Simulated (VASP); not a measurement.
Sc, 1 atom in the cell. It takes space group Pm-3m (No. 221, cubic). The conventional cell has a = 2.926 Å, b = 2.926 Å, c = 2.926 Å, α = 90.00°, β = 90.00°, γ = 90.00°. Sc (site symmetry m-3m) has 6 Sc at 2.93 Å within 3.9 Å.  This cell differs from its parent crystal: volume scaled by 0.92.

```yaml
Program: VASP 6.6.1
Task: single point
Functional: revPBE
Potentials_or_basis: VASP PAW PBE potentials, release 64 (Sc_sv)
Cutoff: 520 eV
k_mesh: 12 × 12 × 12
Occupations: fermi-dirac, width 0.1 eV
Spin: no spin polarisation
Dipole_correction: no
Further_INCAR_settings: ALGO = Normal; EDIFF = 1e-07; NBANDS = 12
```

Potentials or basis: VASP PAW PBE potentials, release 64 (Sc_sv).

The run is started by

```console
$ cat potpaw_PBE.64/Sc_sv/POTCAR > POTCAR
$ mpirun -np 1 vasp_std > vasp.out
```

Hardware: 1 thread of Intel Xeon 6975P-C, on a shared host.

Problem. How long does it take, and how much memory?

Solution. Wall time 12 s on 1 thread of Intel Xeon 6975P-C (shared host), peak memory 0.15 GiB. Counts: scf iterations 13, k points 84.
